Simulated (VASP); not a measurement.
# SiC (P6_3mc) in VASP: notebook

The runs below take SiC through single point, with PBEsol.

All numbers are computed with VASP 6.6.1; they aren't measurements. Logs are shortened: lines on timing, memory, paths and dates and some standing lists are left out, and cuts for length are marked.

### Step 1. The cell of the first run

It takes space group P6_3mc (No. 186, hexagonal). Conventional cell: a = 3.076 Å, b = 3.076 Å, c = 10.071 Å, α = 90.00°, β = 90.00°, γ = 120.00°. Si (site symmetry 3m) has 4 C at 1.88 to 1.89 Å within 2.5 Å. Within 2.5 Å of Si (site symmetry 3m) lie 4 C at 1.88 to 1.89 Å. Within 2.5 Å of C (site symmetry 3m) lie 4 Si at 1.88 to 1.89 Å. Within 2.5 Å of C (site symmetry 3m) lie 4 Si at 1.88 to 1.89 Å.

### Step 2. Single point, PBEsol

INCAR reads:

```
ALGO = Normal
EDIFF = 1E-7
ENCUT = 520
GGA = PS
ISIF = 2
ISMEAR = 0
LASPH = T
LCHARG = F
LREAL = F
LWAVE = F
NBANDS = 26
NELM = 80
PREC = Accurate
SIGMA = 0.1
```

KPOINTS reads:

```
k-points
0
Gamma
  6 6 2
```

POSCAR reads:

```
SiC
1.0
    3.0756941500      0.0000000000      0.0000000000
   -1.5378470700      2.6636292700      0.0000000000
    0.0000000000      0.0000000000     10.0706464800
Si C
4 4
Direct
    0.6666666700      0.3333333300      0.9378419800
    0.3333333300      0.6666666700      0.4378419800
    0.0000000000      0.0000000000      0.6878943800
    0.0000000000      0.0000000000      0.1878943800
    0.6666666700      0.3333333300      0.7498025900
    0.3333333300      0.6666666700      0.2498025900
    0.0000000000      0.0000000000      0.5004600500
    0.0000000000      0.0000000000      0.0004600500
```

Potentials or basis: VASP PAW PBE potentials, release 64 (Si, C).

Launch:

```console
cat potpaw_PBE.64/Si/POTCAR potpaw_PBE.64/C/POTCAR > POTCAR
mpirun -np 1 vasp_std > vasp.out
```

OUTCAR:

```text
EDIFF = 1E-7
   ENCUT = 520
   GGA = PS
   ISIF = 2
   ISMEAR = 0
   LASPH = T
   LREAL = F
   NELM = 80
   PREC = Accurate

 ion  position               nearest neighbor table
   1  0.667  0.333  0.938-   8 1.88   8 1.88   8 1.88   5 1.89   3 3.08   3 3.08   3 3.08   4 3.08
                             4 3.08   4 3.08
   2  0.333  0.667  0.438-   7 1.88   7 1.88   7 1.88   6 1.89   4 3.08   4 3.08   4 3.08   3 3.08
                             3 3.08   3 3.08
   3  0.000  0.000  0.688-   5 1.88   5 1.88   5 1.88   7 1.89   1 3.08   1 3.08   1 3.08   2 3.08
                             2 3.08   2 3.08
   4  0.000  0.000  0.188-   6 1.88   6 1.88   6 1.88   8 1.89   2 3.08   2 3.08   2 3.08   1 3.08
                             1 3.08   1 3.08
   5  0.667  0.333  0.750-   3 1.88   3 1.88   3 1.88   1 1.89
   6  0.333  0.667  0.250-   4 1.88   4 1.88   4 1.88   2 1.89
   7  0.000  0.000  0.500-   2 1.88   2 1.88   2 1.88   3 1.89
   8  0.000  0.000  0.000-   1 1.88   1 1.88   1 1.88   4 1.89

  LATTYP: Found a hexagonal cell.
 ALAT       =     3.0756941500
 C/A-ratio  =     3.2742678527

  Lattice vectors:

 A1 = (   3.0756941500,   0.0000000000,   0.0000000000)
 A2 = (  -1.5378470700,   2.6636292700,   0.0000000000)
 A3 = (   0.0000000000,   0.0000000000,  10.0706464800)

Analysis of symmetry for initial positions (statically):
=====================================================================
 Subroutine PRICEL returns:
 Original cell was already a primitive cell.

 Routine SETGRP: Setting up the symmetry group for a
 hexagonal supercell.

 Subroutine GETGRP returns: Found 12 space group operations
 (whereof  6 operations were pure point group operations)
 out of a pool of 24 trial point group operations.

The static configuration has the point symmetry C_3v.
 The point group associated with its full space group is C_6v.

Analysis of symmetry for dynamics (positions and initial velocities):
=====================================================================
 Subroutine PRICEL returns:
 Original cell was already a primitive cell.

 Routine SETGRP: Setting up the symmetry group for a
 hexagonal supercell.

 Subroutine GETGRP returns: Found 12 space group operations
 (whereof  6 operations were pure point group operations)
 out of a pool of 24 trial point group operations.

The dynamic configuration has the point symmetry C_3v.
 The point group associated with its full space group is C_6v.

 Subroutine INISYM returns: Found 12 space group operations
 (whereof  6 operations are pure point group operations),
 and found     1 'primitive' translations

----------------------------------------------------------------------------------------

                                     Primitive cell

  volume of cell :      82.5039

  direct lattice vectors                    reciprocal lattice vectors
     3.075694150  0.000000000  0.000000000     0.325129857  0.187713810  0.000000000
    -1.537847070  2.663629270  0.000000000     0.000000000  0.375427621  0.000000000
     0.000000000  0.000000000 10.070646480     0.000000000  0.000000000  0.099298491

  length of vectors
     3.075694150  3.075694149 10.070646480     0.375427621  0.375427621  0.099298491

  position of ions in fractional coordinates (direct lattice)
     0.666666670  0.333333330  0.937841980
     0.333333330  0.666666670  0.437841980
     0.000000000  0.000000000  0.687894380
     0.000000000  0.000000000  0.187894380
     0.666666670  0.333333330  0.749802590
     0.333333330  0.666666670  0.249802590
     0.000000000  0.000000000  0.500460050
     0.000000000  0.000000000  0.000460050

  ion indices of the primitive-cell ions
   primitive index   ion index
                 1           1
                 2           2
                 3           3
                 4           4
                 5           5
                 6           6
                 7           7
                 8           8

----------------------------------------------------------------------------------------

 KPOINTS: k-points

Automatic generation of k-mesh.
 Grid dimensions read from file:
 generate k-points for:    6    6    2

 Generating k-lattice:

  Cartesian coordinates                     Fractional coordinates (reciprocal lattice)
     0.054188310  0.031285635  0.000000000     0.166666667  0.000000000  0.000000000
     0.000000000  0.062571270  0.000000000     0.000000000  0.166666667  0.000000000
     0.000000000  0.000000000  0.049649246     0.000000000  0.000000000  0.500000000

  Length of vectors
     0.062571270  0.062571270  0.049649246

  Shift w.r.t. Gamma in fractional coordinates (k-lattice)
     0.000000000  0.000000000  0.000000000

 Subroutine IBZKPT returns following result:
 ===========================================

 Found     14 irreducible k-points:

 Following reciprocal coordinates:
            Coordinates               Weight
  0.000000  0.000000  0.000000      1.000000
  0.166667  0.000000  0.000000      6.000000
  0.333333  0.000000  0.000000      6.000000
  0.500000  0.000000  0.000000      3.000000
  0.166667  0.166667  0.000000      6.000000
  0.333333  0.166667  0.000000     12.000000
  0.333333  0.333333  0.000000      2.000000
  0.000000  0.000000  0.500000      1.000000
  0.166667  0.000000  0.500000      6.000000
  0.333333  0.000000  0.500000      6.000000
  0.500000  0.000000  0.500000      3.000000
  0.166667  0.166667  0.500000      6.000000
  0.333333  0.166667  0.500000     12.000000
  0.333333  0.333333  0.500000      2.000000
   k-points           NKPTS =     14   k-points in BZ     NKDIM =     14   number of bands    NBANDS=     26
   number of dos      NEDOS =    301   number of ions     NIONS =      8
   total plane-waves  NPLWV =  46080
   dimension x,y,z NGX =    24 NGY =   24 NGZ =   80
   dimension x,y,z NGXF=    48 NGYF=   48 NGZF=  160
   ions per type =               4   4
   NGX,Y,Z   is equivalent  to a cutoff of  12.97, 12.97, 13.21 a.u.
   NGXF,Y,Z  is equivalent  to a cutoff of  25.94, 25.94, 26.41 a.u.
 SYSTEM =  unknown system
   PREC   = accura    normal or accurate (medium, high low for compatibility)
   ISTART =      0    job   : 0-new  1-cont  2-samecut
   ICHARG =      2    charge: 1-file 2-atom 10-const
   ISPIN  =      1    spin polarized calculation?
   LNONCOLLINEAR =      F non collinear calculations
   LSORBIT =      F    spin-orbit coupling
   LASPH  =      T    aspherical Exc in radial PAW
   ENCUT  =  520.0 eV  38.22 Ry    6.18 a.u.   5.72  5.72 18.72*2*pi/ulx,y,z
   NELM   =     80;   NELMIN=  2; NELMDL= -5     # of ELM steps
   EDIFF  = 0.1E-06   stopping-criterion for ELM
   LREAL  =      F    real-space projection
   EDIFFG = 0.1E-05   stopping-criterion for IOM
   NSW    =      0    number of steps for IOM
   IBRION =     -1    ionic relax: 0-MD 1-quasi-New 2-CG
   NFREE  =      0    steps in history (QN), initial steepest desc. (CG)
   ISIF   =      2    stress and relaxation
   ISYM   =      2    0-nonsym 1-usesym 2-fastsym
   POTIM  = 0.5000    time-step for ionic-motion
   TEBEG  =    0.0;   TEEND  =   0.0 temperature during run
   PSTRESS=    0.0 pullay stress
   NELECT =      32.0000    total number of electrons
   NUPDOWN=      -1.0000    fix difference up-down
   EMIN   =  10.00;   EMAX   =-10.00  energy-range for DOS
   EFERMI =   0.00;   METHOD = LEGACY
   ISMEAR =     0;   SIGMA  =   0.10  broadening in eV -4-tet -1-fermi 0-gaus
   EFERMI_NEDOS =   21; number of points for ismear=-14 and -15
   IALGO  =     38    algorithm
   IMIX   =      4    mixing-type and parameters
     AMIX     =   0.40;   BMIX     =  1.00
     AMIX_MAG =   1.60;   BMIX_MAG =  1.00
  volume/ion in A,a.u.               =      10.31        69.60
  Fermi-wavevector in a.u.,A,eV,Ry     =   1.193897  2.256138 19.393597  1.425389
  Thomas-Fermi vector in A             =   2.329900
   LORBIT       =      0    0 simple, 1 ext, 2 COOP (PROOUT), +10 PAW based schemes
   GGA     = PS    functional components
   LHFCALC =     F    Hartree Fock is set to
   AEXX    =    0.0000 exact exchange contribution
   IVDW    =     0    specifies the selected vdW correction
   LEPSILON=     F    determine dielectric tensor
   LRPA    =     F    only Hartree local field effects (RPA)
 non-spin polarized calculation
 Gauss-broadening in eV      SIGMA  =   0.10
  energy-cutoff  :      520.00
  volume of cell :       82.50
 maximum number of plane-waves:      2248
 NGX is ok and might be reduce to    24
   NGX = 11   NGY = 11   NGZ = 37

 number of electron      32.0000000 magnetization

 Free energy of the ion-electron system (eV)
  ---------------------------------------------------
  ext. energy  EPLUGINS =         0.00000000
  ---------------------------------------------------
  free energy    TOTEN  =       -63.64704109 eV

  energy without entropy =      -63.64704109  energy(sigma->0) =      -63.64704109

 E-fermi :   8.6653     XC(G=0): -11.5148

 val. band max:        8.1641671141   @ k =   0.0000   0.0000   0.0000
 cond. band min:      10.2694487419   @ k =   0.5000   0.0000   0.0000
 fundamental gap:      2.1052816278
 Fermi energy:         8.6652664999

 k-point     1 :       0.0000    0.0000    0.0000
  band No.  band energies     occupation
      1      -7.3647      2.00000
      2      -6.1789      2.00000
      3      -6.1427      2.00000
      4      -3.7496      2.00000
      5      -0.5309      2.00000
      6       3.7511      2.00000
[... 18 lines left out ...]
     25      15.5064      0.00000
     26      16.1559      0.00000

 k-point     2 :       0.1667    0.0000    0.0000
  band No.  band energies     occupation
      1      -6.8819      2.00000
      2      -5.7129      2.00000
      3      -5.6742      2.00000
      4      -3.3476      2.00000
      5      -0.0913      2.00000
      6       3.7770      2.00000
[... 18 lines left out ...]
     25      16.1443      0.00000
[... 318 lines left out ...]
     25      16.8590      0.00000
     26      16.8590      0.00000

 k-point    14 :       0.3333    0.3333    0.5000
  band No.  band energies     occupation
      1      -2.7069      2.00000
      2      -2.7069      2.00000
      3      -2.6288      2.00000
      4      -2.6288      2.00000
      5       0.7466      2.00000
      6       0.7466      2.00000
[... 18 lines left out ...]
     25      18.4049      0.00000
     26      18.4067      0.00000

------------------------ aborting loop because EDIFF is reached ----------------------------------------

  FORCE on cell =-STRESS in cart. coord.  units (eV):
  Direction    XX          YY          ZZ          XY          YZ          ZX
  --------------------------------------------------------------------------------------
  -------------------------------------------------------------------------------------
  Total        0.4716207      0.4716207      0.3356662      0.0000000      0.0000000      0.0000000
  in kB        9.1586021      9.1586021      6.5184434      0.0000000      0.0000000      0.0000000
  external PRESSURE =       8.2785492 kB  Pullay stress =       0.0000000 kB

 VOLUME and BASIS-vectors are now :
 -----------------------------------------------------------------------------
  energy-cutoff  :      520.00
  volume of cell :       82.50
      direct lattice vectors                 reciprocal lattice vectors
     3.075694150  0.000000000  0.000000000     0.325129857  0.187713810  0.000000000
    -1.537847070  2.663629270  0.000000000     0.000000000  0.375427621  0.000000000
     0.000000000  0.000000000 10.070646480     0.000000000  0.000000000  0.099298491

 POSITION                                       TOTAL-FORCE (eV/Angst)
 -----------------------------------------------------------------------------------
      1.53785      0.88788      9.44468        -0.000000     -0.000000      0.002467
     -0.00000      1.77575      4.40935         0.000000     -0.000000      0.002467
      0.00000      0.00000      6.92754         0.000000     -0.000000      0.006292
      0.00000      0.00000      1.89222        -0.000000     -0.000000      0.006292
      1.53785      0.88788      7.55100        -0.000000     -0.000000     -0.003519
     -0.00000      1.77575      2.51567         0.000000      0.000000     -0.003519
      0.00000      0.00000      5.03996         0.000000     -0.000000     -0.005240
      0.00000      0.00000      0.00463        -0.000000     -0.000000     -0.005240
 -----------------------------------------------------------------------------------
    total drift:                               -0.000000     -0.000000      0.000073

  FREE ENERGIE OF THE ION-ELECTRON SYSTEM (eV)
  ---------------------------------------------------
  free  energy   TOTEN  =       -63.6470410896 eV

  energy  without entropy=      -63.6470410896  energy(sigma->0) =      -63.64704109
```

It took 36 s on 1 thread of Intel Xeon Platinum 8259CL at 2.50GHz (Skylake/Cascade Lake), shared host; peak memory 0.19 GiB.

Results:

```
Free energy            : -63.6470 eV
Pressure               : 0.8 GPa
Largest force          : 0.006 eV/Å
Band gap on the k mesh : 2.11 eV (least direct gap 3.23 eV)
```

Forces in eV/Å, atoms in the order of the input:
```
Si   0.000  0.000  0.002
Si   0.000  0.000  0.002
Si   0.000  0.000  0.006
Si   0.000  0.000  0.006
C    0.000  0.000 -0.004
C    0.000  0.000 -0.004
C    0.000  0.000 -0.005
C    0.000  0.000 -0.005
```

Stress tensor (GPa, compression positive):
```
0.92 0.00 0.00
0.00 0.92 0.00
0.00 0.00 0.65
```

Caveat: the PAW data sets were made with another functional, which shifts forces and pressure a little.

### Step 3. Single point, PBEsol

This run uses another cell than the first one, of 10.33 Å³/atom.

INCAR reads:

```
SYSTEM = SiC
PREC = Accurate ; ENCUT = 520
EDIFF = 1E-7 ; ISMEAR = 0
SIGMA = 0.02 ; LREAL = .False.
LASPH = .True. ; NELM = 80
ALGO = Normal ; ISIF = 2
LWAVE = .False. ; LCHARG = .True.
GGA = PS ; LELF = .True.
LVHAR = .True. ; NBANDS = 26
```

KPOINTS reads:

```
regular mesh
0
Gamma
  12 12 4
  0 0 0
```

POSCAR reads:

```
SiC
1.0
    3.0780369118     -0.0000000029      0.0000000000
   -1.5390184534      2.6656581609      0.0000000000
    0.0000000000      0.0000000000     10.0756977068
Si C
4 4
Direct
    0.6666666667      0.3333333333      0.9378298152
    0.3333333333      0.6666666667      0.4378298152
    0.0000000000      0.0000000000      0.6878977745
    0.0000000000      0.0000000000      0.1878977745
    0.6666666667      0.3333333333      0.7498180134
    0.3333333333      0.6666666667      0.2498180134
    0.0000000000      0.0000000000      0.5004533969
    0.0000000000      0.0000000000      0.0004533969
```

Potentials or basis: VASP PAW PBE potentials, release 64 (Si, C).

Launch:

```console
cat potpaw_PBE.64/Si/POTCAR potpaw_PBE.64/C/POTCAR > POTCAR
mpirun -np 1 vasp_std > vasp.out
```

Wall time 2.3 min (1 thread of Intel Xeon Platinum 8259CL at 2.50GHz (Skylake/Cascade Lake), shared host); peak memory 0.25 GiB.

It converged, with:

```yaml
Free_energy: -63.6716 eV
Pressure: 0.4 GPa
Largest_force: 0.004 eV/Å
Band_gap_on_the_k_mesh: 2.11 eV (least direct gap 3.23 eV)
```

Forces in eV/Å, atoms in the order of the input:
```
Si   0.000  0.000  0.003
Si   0.000  0.000  0.003
Si   0.000  0.000  0.003
Si   0.000  0.000  0.003
C    0.000  0.000 -0.004
C    0.000  0.000 -0.004
C    0.000  0.000 -0.002
C    0.000  0.000 -0.002
```

Levels at points of the mesh, in eV from the valence-band top:
| k point | band 14 | band 15 | band 16 | band 17 | band 18 | band 19 |
| --- | --- | --- | --- | --- | --- | --- |
| (0.00, 0.00, 0.00) | -0.05 | 0.00 | 0.00 | 5.03 | 5.61 | 6.25 |
| (0.50, 0.00, 0.00) | -2.23 | -1.59 | -1.13 | 2.11 | 2.24 | 4.11 |
| (0.00, 0.00, 0.50) | -0.21 | -0.21 | -0.21 | 5.24 | 5.24 | 6.70 |
| (0.50, 0.00, 0.50) | -2.53 | -1.56 | -1.56 | 2.53 | 2.53 | 4.10 |

Caveat: the PAW data sets were made with another functional, which shifts forces and pressure a little. A k mesh can miss the band edges.
